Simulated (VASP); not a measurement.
# AlN (Fm-3m) in VASP: further runs

AlN is run at these levels: LDA; tasks: single point, relaxation of cell and atoms.

Everything below comes from runs of VASP 6.6.1. Logs are shortened: lines on timing, memory, paths and dates and some standing lists are left out, and cuts for length are marked.

## 1. The cell of the first run

It takes space group Fm-3m (No. 225, cubic). Conventional cell: a = 4.010 Å, b = 4.010 Å, c = 4.010 Å, α = 90.00°, β = 90.00°, γ = 90.00°. Within 2.7 Å of Al (site symmetry m-3m) lie 6 N at 2.01 Å. Within 2.7 Å of N (site symmetry m-3m) lie 6 Al at 2.01 Å.

## 2. Single point, LDA

File INCAR:

```
PREC = Accurate
ENCUT = 600
EDIFF = 1E-6
ISMEAR = 0
SIGMA = 0.02
LREAL = F
LASPH = T
NELM = 120
ALGO = Normal
ISIF = 2
LWAVE = F
LCHARG = F
NBANDS = 11
GGA_COMPAT = F
```

File KPOINTS:

```
regular mesh
0
Gamma
  10 10 10
```

File POSCAR:

```
AlN
1.0
    0.0000000000      2.0050835843      2.0050835843
    2.0050835843      0.0000000000      2.0050835843
    2.0050835843      2.0050835843      0.0000000000
Al N
1 1
Direct
    0.5000000000      0.5000000000      0.5000000000
    0.0000000000      0.0000000000      0.0000000000
```

Potentials or basis: VASP PAW LDA potentials, release 64 (Al, N).

Launch:

```bash
$ cat potpaw_LDA.64/Al/POTCAR potpaw_LDA.64/N/POTCAR > POTCAR
$ mpirun -np 1 vasp_std > vasp.out
```

OUTCAR:

```text
PREC = Accurate
   ENCUT = 600
   EDIFF = 1E-6
   ISMEAR = 0
   LREAL = F
   LASPH = T
   NELM = 120
   ISIF = 2

 ion  position               nearest neighbor table
   1  0.500  0.500  0.500-   2 2.01   2 2.01   2 2.01   2 2.01   2 2.01   2 2.01
   2  0.000  0.000  0.000-   1 2.01   1 2.01   1 2.01   1 2.01   1 2.01   1 2.01

  LATTYP: Found a face centered cubic cell.
 ALAT       =     4.0101671686

  Lattice vectors:

 A1 = (   0.0000000000,   2.0050835843,   2.0050835843)
 A2 = (   2.0050835843,   0.0000000000,   2.0050835843)
 A3 = (   2.0050835843,   2.0050835843,   0.0000000000)

Analysis of symmetry for initial positions (statically):
=====================================================================
 Subroutine PRICEL returns:
 Original cell was already a primitive cell.

 Routine SETGRP: Setting up the symmetry group for a
 face centered cubic supercell.

 Subroutine GETGRP returns: Found 48 space group operations
 (whereof 48 operations were pure point group operations)
 out of a pool of 48 trial point group operations.

The static configuration has the point symmetry O_h .

Analysis of symmetry for dynamics (positions and initial velocities):
=====================================================================
 Subroutine PRICEL returns:
 Original cell was already a primitive cell.

 Routine SETGRP: Setting up the symmetry group for a
 face centered cubic supercell.

 Subroutine GETGRP returns: Found 48 space group operations
 (whereof 48 operations were pure point group operations)
 out of a pool of 48 trial point group operations.

The dynamic configuration has the point symmetry O_h .

 Subroutine INISYM returns: Found 48 space group operations
 (whereof 48 operations are pure point group operations),
 and found     1 'primitive' translations

----------------------------------------------------------------------------------------

                                     Primitive cell

  volume of cell :      16.1223

  direct lattice vectors                    reciprocal lattice vectors
     0.000000000  2.005083584  2.005083584    -0.249366163  0.249366163  0.249366163
     2.005083584  0.000000000  2.005083584     0.249366163 -0.249366163  0.249366163
     2.005083584  2.005083584  0.000000000     0.249366163  0.249366163 -0.249366163

  length of vectors
     2.835616399  2.835616399  2.835616399     0.431914864  0.431914864  0.431914864

  position of ions in fractional coordinates (direct lattice)
     0.500000000  0.500000000  0.500000000
     0.000000000  0.000000000  0.000000000

  ion indices of the primitive-cell ions
   primitive index   ion index
                 1           1
                 2           2

----------------------------------------------------------------------------------------

 KPOINTS: regular mesh

Automatic generation of k-mesh.
 Grid dimensions read from file:
 generate k-points for:   10   10   10

 Generating k-lattice:

  Cartesian coordinates                     Fractional coordinates (reciprocal lattice)
    -0.024936616  0.024936616  0.024936616     0.100000000  0.000000000  0.000000000
     0.024936616 -0.024936616  0.024936616     0.000000000  0.100000000  0.000000000
     0.024936616  0.024936616 -0.024936616     0.000000000  0.000000000  0.100000000

  Length of vectors
     0.043191486  0.043191486  0.043191486

  Shift w.r.t. Gamma in fractional coordinates (k-lattice)
     0.000000000  0.000000000  0.000000000

 Subroutine IBZKPT returns following result:
 ===========================================

 Found     47 irreducible k-points:

 Following reciprocal coordinates:
            Coordinates               Weight
  0.000000  0.000000  0.000000      1.000000
  0.100000  0.000000  0.000000      8.000000
  0.200000  0.000000  0.000000      8.000000
  0.300000  0.000000  0.000000      8.000000
  0.400000  0.000000  0.000000      8.000000
  0.500000  0.000000  0.000000      4.000000
[... 16 lines left out ...]
  0.300000  0.300000  0.000000      6.000000
  0.400000  0.300000  0.000000     24.000000
 [... further k-points ...]
   k-points           NKPTS =     47   k-points in BZ     NKDIM =     47   number of bands    NBANDS=     11
   number of dos      NEDOS =    301   number of ions     NIONS =      2
   total plane-waves  NPLWV =  13824
   dimension x,y,z NGX =    24 NGY =   24 NGZ =   24
   dimension x,y,z NGXF=    48 NGYF=   48 NGZF=   48
   ions per type =               1   1
   NGX,Y,Z   is equivalent  to a cutoff of  14.07, 14.07, 14.07 a.u.
   NGXF,Y,Z  is equivalent  to a cutoff of  28.14, 28.14, 28.14 a.u.
 SYSTEM =  unknown system
   PREC   = accura    normal or accurate (medium, high low for compatibility)
   ISTART =      0    job   : 0-new  1-cont  2-samecut
   ICHARG =      2    charge: 1-file 2-atom 10-const
   ISPIN  =      1    spin polarized calculation?
   LNONCOLLINEAR =      F non collinear calculations
   LSORBIT =      F    spin-orbit coupling
   LASPH  =      T    aspherical Exc in radial PAW
   ENCUT  =  600.0 eV  44.10 Ry    6.64 a.u.   5.66  5.66  5.66*2*pi/ulx,y,z
   NELM   =    120;   NELMIN=  2; NELMDL= -5     # of ELM steps
   EDIFF  = 0.1E-05   stopping-criterion for ELM
   LREAL  =      F    real-space projection
   EDIFFG = 0.1E-04   stopping-criterion for IOM
   NSW    =      0    number of steps for IOM
   IBRION =     -1    ionic relax: 0-MD 1-quasi-New 2-CG
   NFREE  =      0    steps in history (QN), initial steepest desc. (CG)
   ISIF   =      2    stress and relaxation
   ISYM   =      2    0-nonsym 1-usesym 2-fastsym
   POTIM  = 0.5000    time-step for ionic-motion
   TEBEG  =    0.0;   TEEND  =   0.0 temperature during run
   PSTRESS=    0.0 pullay stress
   NELECT =       8.0000    total number of electrons
   NUPDOWN=      -1.0000    fix difference up-down
   EMIN   =  10.00;   EMAX   =-10.00  energy-range for DOS
   EFERMI =   0.00;   METHOD = LEGACY
   ISMEAR =     0;   SIGMA  =   0.02  broadening in eV -4-tet -1-fermi 0-gaus
   EFERMI_NEDOS =   21; number of points for ismear=-14 and -15
   IALGO  =     38    algorithm
   IMIX   =      4    mixing-type and parameters
     AMIX     =   0.40;   BMIX     =  1.00
     AMIX_MAG =   1.60;   BMIX_MAG =  1.00
  volume/ion in A,a.u.               =       8.06        54.40
  Fermi-wavevector in a.u.,A,eV,Ry     =   1.296072  2.449220 22.855090  1.679802
  Thomas-Fermi vector in A             =   2.427551
   LORBIT       =      0    0 simple, 1 ext, 2 COOP (PROOUT), +10 PAW based schemes
   GGA     = CA    functional components
   LHFCALC =     F    Hartree Fock is set to
   AEXX    =    0.0000 exact exchange contribution
   IVDW    =     0    specifies the selected vdW correction
   LEPSILON=     F    determine dielectric tensor
   LRPA    =     F    only Hartree local field effects (RPA)
 non-spin polarized calculation
 Gauss-broadening in eV      SIGMA  =   0.02
  energy-cutoff  :      600.00
  volume of cell :       16.12
 maximum number of plane-waves:       548
   NGX = 11   NGY = 11   NGZ = 11

 number of electron       8.0000000 magnetization

 Free energy of the ion-electron system (eV)
  ---------------------------------------------------
  ext. energy  EPLUGINS =         0.00000000
  ---------------------------------------------------
  free energy    TOTEN  =       -16.23126462 eV

  energy without entropy =      -16.23126462  energy(sigma->0) =      -16.23126462

 E-fermi :  10.1925     XC(G=0): -12.6898

 val. band max:       10.0349548177   @ k =   0.0000   0.0000   0.0000
 cond. band min:      14.7346190342   @ k =   0.5000   0.5000   0.0000
 fundamental gap:      4.6996642165
 Fermi energy:        10.1925097463

 k-point     1 :       0.0000    0.0000    0.0000
  band No.  band energies     occupation
      1      -7.6006      2.00000
      2      10.0350      2.00000
      3      10.0350      2.00000
      4      10.0350      2.00000
      5      16.1679      0.00000
      6      22.1339      0.00000
      7      22.1339      0.00000
      8      22.1339      0.00000
      9      27.4254      0.00000
     10      27.8473      0.00000
     11      27.8473      0.00000

 k-point     2 :       0.1000    0.0000    0.0000
  band No.  band energies     occupation
      1      -7.3883      2.00000
      2       9.0278      2.00000
      3       9.9064      2.00000
      4       9.9064      2.00000
      5      16.7510      0.00000
      6      21.2523      0.00000
      7      22.4443      0.00000
      8      22.4443      0.00000
      9      26.2777      0.00000
     10      26.2777      0.00000
     11      28.3884      0.00000

 k-point     3 :       0.2000    0.0000    0.0000
  band No.  band energies     occupation
      1      -6.7695      2.00000
      2       6.8617      2.00000
      3       9.5950      2.00000
      4       9.5950      2.00000
      5      17.2714      0.00000
      6      20.8555      0.00000
      7      22.6592      0.00000
      8      22.6592      0.00000
      9      25.6721      0.00000
     10      25.6721      0.00000
     11      27.7239      0.00000

 k-point     4 :       0.3000    0.0000    0.0000
  band No.  band energies     occupation
      1      -5.8144      2.00000
      2       4.4732      2.00000
      3       9.2510      2.00000
      4       9.2510      2.00000
      5      16.8921      0.00000
      6      21.9092      0.00000
      7      21.9434      0.00000
      8      21.9434      0.00000
      9      26.8826      0.00000
     10      27.1676      0.00000
     11      27.1676      0.00000
[... 239 lines left out ...]
 k-point    22 :      -0.2000    0.2000    0.0000
  band No.  band energies     occupation
      1      -5.5055      2.00000
      2       5.0494      2.00000
      3       6.9929      2.00000
      4       9.3142      2.00000
      5      18.9225      0.00000
      6      20.0510      0.00000
      7      20.9803      0.00000
      8      22.6088      0.00000
      9      25.0457      0.00000
     10      29.2042      0.00000
     11      30.6437      0.00000

 k-point    23 :       0.3000    0.3000    0.0000
  band No.  band energies     occupation
      1      -5.2529      2.00000
      2       5.1903      2.00000
      3       7.9488      2.00000
      4       7.9488      2.00000
      5      16.6077      0.00000
      6      17.0400      0.00000
      7      21.9749      0.00000
      8      25.7643      0.00000
      9      25.7643      0.00000
     10      30.6338      0.00000
     11      34.1883      0.00000

 k-point    24 :       0.4000    0.3000    0.0000
  band No.  band energies     occupation
      1      -4.4509      2.00000
      2       4.1070      2.00000
      3       7.1496      2.00000
      4       7.6845      2.00000
      5      16.2012      0.00000
      6      16.9296      0.00000
      7      22.4185      0.00000
      8      25.7295      0.00000
      9      26.5131      0.00000
     10      31.9424      0.00000
     11      34.8699      0.00000

 [... further k-points ...]
[... 5 lines left out ...]
  --------------------------------------------------------------------------------------
  -------------------------------------------------------------------------------------
  Total        0.0691092      0.0691092      0.0691092     -0.0000000      0.0000000     -0.0000000
  in kB        6.8678246      6.8678246      6.8678246     -0.0000000      0.0000000     -0.0000000
  external PRESSURE =       6.8678246 kB  Pullay stress =       0.0000000 kB

 VOLUME and BASIS-vectors are now :
 -----------------------------------------------------------------------------
  energy-cutoff  :      600.00
  volume of cell :       16.12
      direct lattice vectors                 reciprocal lattice vectors
     0.000000000  2.005083584  2.005083584    -0.249366163  0.249366163  0.249366163
     2.005083584  0.000000000  2.005083584     0.249366163 -0.249366163  0.249366163
     2.005083584  2.005083584  0.000000000     0.249366163  0.249366163 -0.249366163

 POSITION                                       TOTAL-FORCE (eV/Angst)
 -----------------------------------------------------------------------------------
      2.00508      2.00508      2.00508        -0.000000      0.000000      0.000000
      0.00000      0.00000      0.00000         0.000000      0.000000     -0.000000
 -----------------------------------------------------------------------------------
    total drift:                                0.000000     -0.000000     -0.000000

  FREE ENERGIE OF THE ION-ELECTRON SYSTEM (eV)
  ---------------------------------------------------
  free  energy   TOTEN  =       -16.2312646226 eV

  energy  without entropy=      -16.2312646226  energy(sigma->0) =      -16.23126462
```

Run time: 9.3 s. Hardware: 1 thread of AMD EPYC 7R43 (Zen 3), shared host; peak memory 0.09 GiB.

What came out:

| Quantity | Value |
| --- | --- |
| Free energy | -16.2313 eV |
| Pressure | 0.7 GPa |
| Band gap on the k mesh | 4.70 eV (least direct gap 6.13 eV) |

A k mesh can miss the band edges.

## 3. Relaxation of cell and atoms, LDA

File INCAR:

```
SYSTEM = AlN
  ALGO = Normal
  EDIFF = 1E-7
  EDIFFG = -0.002
  ENCUT = 600
  GGA_COMPAT = .FALSE.
  IBRION = 2
  ISIF = 3
  ISMEAR = 0
  LASPH = .TRUE.
  LCHARG = .FALSE.
  LREAL = .FALSE.
  LWAVE = .FALSE.
  NELM = 120
  NELMIN = 4
  NSW = 100
  PREC = Accurate
  SIGMA = 0.02
```

File KPOINTS:

```
k-points
0
G
  10 10 10
  0 0 0
```

File POSCAR:

```
AlN
1.0
    0.0000000000      2.0045623817      2.0045623817
    2.0045623817      0.0000000000      2.0045623817
    2.0045623817      2.0045623817      0.0000000000
Al N
1 1
Direct
    0.5000000000      0.5000000000      0.5000000000
    0.0000000000      0.0000000000      0.0000000000
```

Potentials or basis: VASP PAW LDA potentials, release 64 (Al, N).

Launch:

```bash
$ cat potpaw_LDA.64/Al/POTCAR potpaw_LDA.64/N/POTCAR > POTCAR
$ mpirun -np 1 vasp_std > vasp.out
```

Wall time 14 s (1 thread of AMD EPYC 7R43 (Zen 3), shared host); peak memory 0.09 GiB.

It converged, with:

```
Free energy                           : -16.2313 eV
Relaxed volume                        : 8.08 Å³/atom
Relaxed cell                          : a = 2.838 Å, b = 2.838 Å, c = 2.838 Å, α = 60.00°, β = 60.00°, γ = 60.00°
Space group after relaxing (to 0.1 Å) : Fm-3m (No. 225)
Energy gained by relaxing             : 0.1 meV/atom
Ionic steps                           : 3
Pressure after relaxing               : 0.0 GPa
Band gap on the k mesh                : 4.68 eV (least direct gap 6.10 eV)
```

The path:
| step | energy change (eV) | largest force (eV/Å) | pressure (GPa) | volume (Å³) |
| --- | --- | --- | --- | --- |
| 1 | 0.0000 | 0.0000 | 0.91 | 16.11 |
| 2 | 0.0000 | 0.0000 | -0.92 | 16.22 |
| 3 | -0.0002 | 0.0000 | 0.00 | 16.16 |

Final structure:
```cif
data_structure
_symmetry_space_group_name_H-M 'P 1'
_symmetry_Int_Tables_number 1
_cell_length_a 2.8380
_cell_length_b 2.8380
_cell_length_c 2.8380
_cell_angle_alpha 60.000
_cell_angle_beta 60.000
_cell_angle_gamma 60.000
_cell_volume 16.16
loop_
_atom_site_label
_atom_site_type_symbol
_atom_site_fract_x
_atom_site_fract_y
_atom_site_fract_z
_atom_site_occupancy
Al1 Al 0.50000 0.50000 0.50000 1
N1 N 0.00000 0.00000 0.00000 1
```

Levels at points of the mesh, in eV from the valence-band top:
```csv
k point,band 1,band 2,band 3,band 4,band 5,band 6,band 7,band 8
"(0.00, 0.00, 0.00)",-17.61,0.00,0.00,0.00,6.10,12.09,12.09,12.09
"(0.50, 0.00, 0.00)",-14.18,-8.49,-1.12,-1.12,6.27,10.98,10.98,13.45
"(0.50, 0.50, 0.00)",-13.14,-7.56,-2.87,-2.87,4.68,5.16,14.16,17.34
```

A k mesh can miss the band edges.
